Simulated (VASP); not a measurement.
**GaN: single point with r2SCAN**

GaN:

```
Ga N
1.0
     3.24558    0.00000    0.00000
    -1.62279    2.81075    0.00000
     0.00000    0.00000    5.28529
Ga N
2 2
Direct
  0.33333 0.66667 0.99911
  0.66667 0.33333 0.49911
  0.33333 0.66667 0.37589
  0.66667 0.33333 0.87589
```

```
Program             : VASP 6.6.1
Task                : single point
Functional          : r2SCAN
Potentials or basis : VASP PAW PBE potentials, release 64 (Ga_d, N_h)
Cutoff              : 910 eV
k mesh              : 9 × 9 × 4
Occupations         : gaussian, width 0.01 eV
Spin                : no spin polarisation
```

```json
{
  "Pressure": "-9.3 GPa",
  "Largest force": "0.007 eV/Å",
  "Band gap on the k mesh": "1.94 eV"
}
```

Forces on the atoms (eV/Å):
```
Ga   0.000  0.000 -0.007
Ga   0.000  0.000 -0.007
N    0.000  0.000  0.007
N    0.000  0.000  0.007
```

Stress tensor (GPa, compression positive):
```
-9.38  0.00  0.00
 0.00 -9.38  0.00
 0.00  0.00 -9.23
```

Levels at points of the mesh, in eV from the valence-band top:
```
           k point  band 16  band 17  band 18  band 19  band 20  band 21
(0.00, 0.00, 0.00)    -0.03     0.00     0.00     1.94     4.42     9.60
(0.00, 0.00, 0.50)    -0.51    -0.51    -0.51     4.37     4.37     8.85
```

It took 2.3 min on 1 thread of Intel(R) Xeon(R) 6975P-C (Granite Rapids) (shared host), peak memory 0.28 GiB.

Caveat: the cutoff is under 1.25 times the usual one of these potentials, so pressure, stress and relaxed cells hold a basis-set (Pulay) error; the cell stands under tension; the PAW data sets were made with another functional, which shifts forces and pressure a little.
